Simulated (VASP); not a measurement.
Set up this calculation in VASP 6.6.1, as the native input.

```yaml
Task: relaxation of cell and atoms
Functional: PBE
Potentials_or_basis: VASP PAW PBE potentials, release 64 (Nb_sv, Te)
Cutoff: 600 eV
k_mesh: 6 × 6 × 6
Occupations: gaussian, width 0.1 eV
Spin: no spin polarisation
Dipole_correction: no
Further_INCAR_settings: ALGO = Normal; EDIFF = 1e-07; IBRION = 2; EDIFFG = -0.04; NSW = 90; ISIF = 3
```

The structure of Nb2Te lies in POSCAR:

```
Nb2Te
1.0
    5.0296623633      0.0000000000      0.0000000000
   -2.5148311817      4.3558153791      0.0000000000
    0.0000000000      0.0000000000      2.9864636657
Nb Te
2 1
Direct
    0.3333333333      0.6666666667      0.5000000000
    0.6666666667      0.3333333333      0.5000000000
    0.0000000000      0.0000000000      0.5000000000
```

The input as run:

INCAR

```
  PREC = Accurate
  ENCUT = 600
  EDIFF = 1E-7
  ISMEAR = 0
  SIGMA = 0.1
  LREAL = False
  LASPH = True
  NELM = 60
  ALGO = Normal
  ISIF = 3
  LWAVE = False
  LCHARG = False
  GGA = PE
  IBRION = 2
  NSW = 90
  EDIFFG = -0.04
```

KPOINTS

```
regular mesh
0
Gamma
  6 6 6
```

Potentials or basis: VASP PAW PBE potentials, release 64 (Nb_sv, Te).

Launch:

```console
$ cat potpaw_PBE.64/Nb_sv/POTCAR potpaw_PBE.64/Te/POTCAR > POTCAR
$ mpirun -np 1 vasp_std > vasp.out
```

Results of the run:

| Item | Value |
| --- | --- |
| Relaxed volume | 21.59 Å³/atom |
| Relaxed cell | a = 5.040 Å, b = 5.040 Å, c = 2.945 Å, α = 90.00°, β = 90.00°, γ = 120.00° |
| Space group after relaxing (to 0.05 Å) | P6/mmm (No. 191) |
| Energy gained by relaxing | 2.8 meV/atom |
| Ionic steps | 3 |
| Pressure after relaxing | 0.1 GPa |
| Band gap on the k mesh | zero (band 16 reaches 11.44 eV, above the bottom of band 17 at 9.40 eV) |

Caveat: spin-orbit coupling is left out, which moves the levels of the heavy elements.

Wall time 59 s on 1 thread of Intel(R) Xeon(R) 6975P-C (Granite Rapids), on a shared host, peak memory 0.22 GiB.
